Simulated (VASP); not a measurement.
# Pd (Fm-3m) in VASP: single point with PBEsol

Aim: the single point of Pd with PBEsol.

Everything below comes from runs of VASP 6.6.1. Logs are shortened: lines on timing, memory, paths and dates and some standing lists are left out, and cuts for length are marked.

## (1) The cell of the first run

Symmetry: Fm-3m, No. 225, cubic system. The conventional cell has a = 3.875 Å, b = 3.875 Å, c = 3.875 Å, α = 90.00°, β = 90.00°, γ = 90.00°. Pd (site symmetry m-3m) has 12 Pd at 2.74 Å within 3.6 Å.

## (2) Single point, PBEsol

Contents of INCAR:

```
SYSTEM = Pd
PREC = Accurate
ENCUT = 500
EDIFF = 1E-6
ISMEAR = 0
SIGMA = 0.1
LREAL = .False.
LASPH = .True.
NELM = 120
ALGO = Normal
ISIF = 2
LWAVE = .False.
LCHARG = .True.
GGA = PS
LELF = .True.
LVHAR = .True.
NBANDS = 11
GGA_COMPAT = .False.
```

Contents of KPOINTS:

```
regular mesh
0
Gamma
  18 18 18
  0 0 0
```

Contents of POSCAR:

```
Pd
1.0
    0.0000000000      1.9374501483      1.9374501483
    1.9374501483      0.0000000000      1.9374501483
    1.9374501483      1.9374501483      0.0000000000
Pd
1
Direct
    0.0000000000      0.0000000000      0.0000000000
```

Potentials or basis: VASP PAW PBE potentials, release 64 (Pd).

On the command line:

```console
cat potpaw_PBE.64/Pd/POTCAR > POTCAR
mpirun -np 1 vasp_std > vasp.out
```

OUTCAR:

```text
SYSTEM = Pd
   PREC = Accurate
   ENCUT = 500
   EDIFF = 1E-6
   ISMEAR = 0
   LREAL = .False.
   LASPH = .True.
   NELM = 120
   ISIF = 2
   GGA = PS

 ion  position               nearest neighbor table
   1  0.000  0.000  0.000-

  LATTYP: Found a face centered cubic cell.
 ALAT       =     3.8749002966

  Lattice vectors:

 A1 = (   0.0000000000,   1.9374501483,   1.9374501483)
 A2 = (   1.9374501483,   0.0000000000,   1.9374501483)
 A3 = (   1.9374501483,   1.9374501483,   0.0000000000)

Analysis of symmetry for initial positions (statically):
=====================================================================
 Subroutine PRICEL returns:
 Original cell was already a primitive cell.

 Routine SETGRP: Setting up the symmetry group for a
 face centered cubic supercell.

 Subroutine GETGRP returns: Found 48 space group operations
 (whereof 48 operations were pure point group operations)
 out of a pool of 48 trial point group operations.

The static configuration has the point symmetry O_h .

Analysis of symmetry for dynamics (positions and initial velocities):
=====================================================================
 Subroutine PRICEL returns:
 Original cell was already a primitive cell.

 Routine SETGRP: Setting up the symmetry group for a
 face centered cubic supercell.

 Subroutine GETGRP returns: Found 48 space group operations
 (whereof 48 operations were pure point group operations)
 out of a pool of 48 trial point group operations.

The dynamic configuration has the point symmetry O_h .

 Subroutine INISYM returns: Found 48 space group operations
 (whereof 48 operations are pure point group operations),
 and found     1 'primitive' translations

----------------------------------------------------------------------------------------

                                     Primitive cell

  volume of cell :      14.5453

  direct lattice vectors                    reciprocal lattice vectors
     0.000000000  1.937450148  1.937450148    -0.258071156  0.258071156  0.258071156
     1.937450148  0.000000000  1.937450148     0.258071156 -0.258071156  0.258071156
     1.937450148  1.937450148  0.000000000     0.258071156  0.258071156 -0.258071156

  length of vectors
     2.739968276  2.739968276  2.739968276     0.446992355  0.446992355  0.446992355

  position of ions in fractional coordinates (direct lattice)
     0.000000000  0.000000000  0.000000000

  ion indices of the primitive-cell ions
   primitive index   ion index
                 1           1

----------------------------------------------------------------------------------------

 KPOINTS: regular mesh

Automatic generation of k-mesh.
 Grid dimensions read from file:
 generate k-points for:   18   18   18

 Generating k-lattice:

  Cartesian coordinates                     Fractional coordinates (reciprocal lattice)
    -0.014337286  0.014337286  0.014337286     0.055555556  0.000000000  0.000000000
     0.014337286 -0.014337286  0.014337286     0.000000000  0.055555556  0.000000000
     0.014337286  0.014337286 -0.014337286     0.000000000  0.000000000  0.055555556

  Length of vectors
     0.024832909  0.024832909  0.024832909

  Shift w.r.t. Gamma in fractional coordinates (k-lattice)
     0.000000000  0.000000000  0.000000000

 Subroutine IBZKPT returns following result:
 ===========================================

 Found    195 irreducible k-points:

 Following reciprocal coordinates:
            Coordinates               Weight
  0.000000  0.000000  0.000000      1.000000
  0.055556  0.000000  0.000000      8.000000
  0.111111  0.000000  0.000000      8.000000
  0.166667  0.000000  0.000000      8.000000
  0.222222  0.000000  0.000000      8.000000
  0.277778  0.000000  0.000000      8.000000
[... 16 lines left out ...]
 -0.277778  0.055556  0.000000     24.000000
 -0.222222  0.055556  0.000000     24.000000
 [... further k-points ...]
   k-points           NKPTS =    195   k-points in BZ     NKDIM =    195   number of bands    NBANDS=     11
   number of dos      NEDOS =    301   number of ions     NIONS =      1
   total plane-waves  NPLWV =   8000
   dimension x,y,z NGX =    20 NGY =   20 NGZ =   20
   dimension x,y,z NGXF=    40 NGYF=   40 NGZF=   40
   ions per type =               1
   NGX,Y,Z   is equivalent  to a cutoff of  12.13, 12.13, 12.13 a.u.
   NGXF,Y,Z  is equivalent  to a cutoff of  24.27, 24.27, 24.27 a.u.
 SYSTEM =  Pd
   PREC   = accura    normal or accurate (medium, high low for compatibility)
   ISTART =      0    job   : 0-new  1-cont  2-samecut
   ICHARG =      2    charge: 1-file 2-atom 10-const
   ISPIN  =      1    spin polarized calculation?
   LNONCOLLINEAR =      F non collinear calculations
   LSORBIT =      F    spin-orbit coupling
   LASPH  =      T    aspherical Exc in radial PAW
   ENCUT  =  500.0 eV  36.75 Ry    6.06 a.u.   5.00  5.00  5.00*2*pi/ulx,y,z
   NELM   =    120;   NELMIN=  2; NELMDL= -5     # of ELM steps
   EDIFF  = 0.1E-05   stopping-criterion for ELM
   LREAL  =      F    real-space projection
   EDIFFG = 0.1E-04   stopping-criterion for IOM
   NSW    =      0    number of steps for IOM
   IBRION =     -1    ionic relax: 0-MD 1-quasi-New 2-CG
   NFREE  =      0    steps in history (QN), initial steepest desc. (CG)
   ISIF   =      2    stress and relaxation
   ISYM   =      2    0-nonsym 1-usesym 2-fastsym
   POTIM  = 0.5000    time-step for ionic-motion
   TEBEG  =    0.0;   TEEND  =   0.0 temperature during run
   PSTRESS=    0.0 pullay stress
   NELECT =      10.0000    total number of electrons
   NUPDOWN=      -1.0000    fix difference up-down
   EMIN   =  10.00;   EMAX   =-10.00  energy-range for DOS
   EFERMI =   0.00;   METHOD = LEGACY
   ISMEAR =     0;   SIGMA  =   0.10  broadening in eV -4-tet -1-fermi 0-gaus
   EFERMI_NEDOS =   21; number of points for ismear=-14 and -15
   IALGO  =     38    algorithm
   IMIX   =      4    mixing-type and parameters
     AMIX     =   0.40;   BMIX     =  1.00
     AMIX_MAG =   1.60;   BMIX_MAG =  1.00
  volume/ion in A,a.u.               =      14.55        98.16
  Fermi-wavevector in a.u.,A,eV,Ry     =   1.444888  2.730443 28.404916  2.087702
  Thomas-Fermi vector in A             =   2.563132
   LORBIT       =      0    0 simple, 1 ext, 2 COOP (PROOUT), +10 PAW based schemes
   GGA     = PS    functional components
   LHFCALC =     F    Hartree Fock is set to
   AEXX    =    0.0000 exact exchange contribution
   IVDW    =     0    specifies the selected vdW correction
   LEPSILON=     F    determine dielectric tensor
   LRPA    =     F    only Hartree local field effects (RPA)
 non-spin polarized calculation
 Gauss-broadening in eV      SIGMA  =   0.10
  energy-cutoff  :      500.00
  volume of cell :       14.55
 maximum number of plane-waves:       380
   NGX =  9   NGY =  9   NGZ =  9

 number of electron      10.0000002 magnetization

 Free energy of the ion-electron system (eV)
  ---------------------------------------------------
  ext. energy  EPLUGINS =         0.00000000
  ---------------------------------------------------
  free energy    TOTEN  =        -5.96943420 eV

  energy without entropy =       -5.95793323  energy(sigma->0) =       -5.96368372

 E-fermi :   9.8617     XC(G=0): -13.4674

 val. band max:        9.8604665721   @ k =  -0.4444   0.3889   0.1111
 cond. band min:       9.8623115952   @ k =   0.5000   0.1111   0.0000
 fundamental gap:      0.0018450231
 Fermi energy:         9.8616957329

 k-point     1 :       0.0000    0.0000    0.0000
  band No.  band energies     occupation
      1       2.5090      2.00000
      2       6.9396      2.00000
      3       6.9396      2.00000
      4       6.9396      2.00000
      5       8.6104      2.00000
      6       8.6104      2.00000
      7      26.9910      0.00000
      8      31.8419      0.00000
      9      31.8419      0.00000
     10      31.8419      0.00000
     11      35.9072      0.00000

 k-point     2 :       0.0556    0.0000    0.0000
  band No.  band energies     occupation
      1       2.6230      2.00000
      2       6.8977      2.00000
      3       6.9798      2.00000
      4       6.9798      2.00000
      5       8.5905      2.00000
      6       8.5905      2.00000
      7      27.1170      0.00000
      8      31.0799      0.00000
      9      31.9761      0.00000
     10      31.9761      0.00000
     11      35.9531      0.00000

 k-point     3 :       0.1111    0.0000    0.0000
  band No.  band energies     occupation
      1       2.9522      2.00000
      2       6.7930      2.00000
      3       7.0851      2.00000
      4       7.0851      2.00000
      5       8.5487      2.00000
      6       8.5487      2.00000
      7      27.4056      0.00000
      8      29.5360      0.00000
      9      32.3578      0.00000
     10      32.3578      0.00000
     11      36.2929      0.00000

 k-point     4 :       0.1667    0.0000    0.0000
  band No.  band energies     occupation
      1       3.4494      2.00000
      2       6.6934      2.00000
      3       7.2035      2.00000
      4       7.2035      2.00000
      5       8.5414      2.00000
      6       8.5414      2.00000
      7      27.1466      0.00000
      8      28.3290      0.00000
      9      32.9158      0.00000
     10      32.9158      0.00000
     11      36.0710      0.00000

 k-point     5 :       0.2222    0.0000    0.0000
  band No.  band energies     occupation
      1       3.9964      2.00000
      2       6.7389      2.00000
      3       7.2556      2.00000
      4       7.2556      2.00000
      5       8.6494      2.00000
      6       8.6494      2.00000
      7      25.4282      0.00000
      8      28.2023      0.00000
      9      33.4714      0.00000
     10      33.4714      0.00000
     11      35.6230      0.00000
[... 211 lines left out ...]
 k-point    21 :      -0.3889    0.0556    0.0000
  band No.  band energies     occupation
      1       4.5416      2.00000
      2       6.9231      2.00000
      3       7.0194      2.00000
      4       8.8387      2.00000
      5       9.4872      2.00000
      6      10.5152      0.00000
      7      18.8954      0.00000
      8      26.7236      0.00000
      9      30.5593      0.00000
     10      31.9313      0.00000
     11      35.9596      0.00000

 k-point    22 :      -0.3333    0.0556    0.0000
  band No.  band energies     occupation
      1       4.5901      2.00000
      2       7.0299      2.00000
      3       7.1156      2.00000
      4       8.0590      2.00000
      5       9.1421      2.00000
      6       9.8736      0.86602
      7      20.7556      0.00000
      8      27.1547      0.00000
      9      31.0512      0.00000
     10      33.1363      0.00000
     11      35.8810      0.00000

 k-point    23 :      -0.2778    0.0556    0.0000
  band No.  band energies     occupation
      1       4.5421      2.00000
      2       7.0834      2.00000
      3       7.2303      2.00000
      4       7.2964      2.00000
      5       8.7761      2.00000
      6       9.3941      2.00000
      7      22.7941      0.00000
      8      27.6749      0.00000
      9      31.6999      0.00000
     10      34.6276      0.00000
     11      35.0480      0.00000

 k-point    24 :      -0.2222    0.0556    0.0000
  band No.  band energies     occupation
      1       4.2483      2.00000
      2       6.6972      2.00000
      3       7.2735      2.00000
      4       7.3103      2.00000
      5       8.4812      2.00000
      6       9.0213      2.00000
      7      24.8369      0.00000
      8      28.0905      0.00000
      9      32.1551      0.00000
     10      34.4947      0.00000
     11      34.9254      0.00000

 [... further k-points ...]

------------------------ aborting loop because EDIFF is reached ----------------------------------------

  FORCE on cell =-STRESS in cart. coord.  units (eV):
  Direction    XX          YY          ZZ          XY          YZ          ZX
  --------------------------------------------------------------------------------------
  -------------------------------------------------------------------------------------
  Total       -0.0243518     -0.0243518     -0.0243518      0.0000000      0.0000000     -0.0000000
  in kB       -2.6823730     -2.6823730     -2.6823730      0.0000000      0.0000000     -0.0000000
  external PRESSURE =      -2.6823730 kB  Pullay stress =       0.0000000 kB

 VOLUME and BASIS-vectors are now :
 -----------------------------------------------------------------------------
  energy-cutoff  :      500.00
  volume of cell :       14.55
      direct lattice vectors                 reciprocal lattice vectors
     0.000000000  1.937450148  1.937450148    -0.258071156  0.258071156  0.258071156
     1.937450148  0.000000000  1.937450148     0.258071156 -0.258071156  0.258071156
     1.937450148  1.937450148  0.000000000     0.258071156  0.258071156 -0.258071156

 POSITION                                       TOTAL-FORCE (eV/Angst)
 -----------------------------------------------------------------------------------
      0.00000      0.00000      0.00000         0.000000     -0.000000      0.000000
 -----------------------------------------------------------------------------------
    total drift:                                0.000000      0.000000      0.000000

  FREE ENERGIE OF THE ION-ELECTRON SYSTEM (eV)
  ---------------------------------------------------
  free  energy   TOTEN  =        -5.9694342039 eV

  energy  without entropy=       -5.9579332265  energy(sigma->0) =       -5.96368372
```

Wall time 21 s (1 thread of Intel Xeon 8259CL, shared host); peak memory 0.15 GiB.

Results:

| Property | Result |
| --- | --- |
| Free energy | -5.9694 eV |
| Pressure | -0.3 GPa |
| Band gap on the k mesh | zero (bands 5 and 6 overlap by 1.62 eV) |

Caveat: the PAW data sets were made with another functional, which shifts forces and pressure a little.
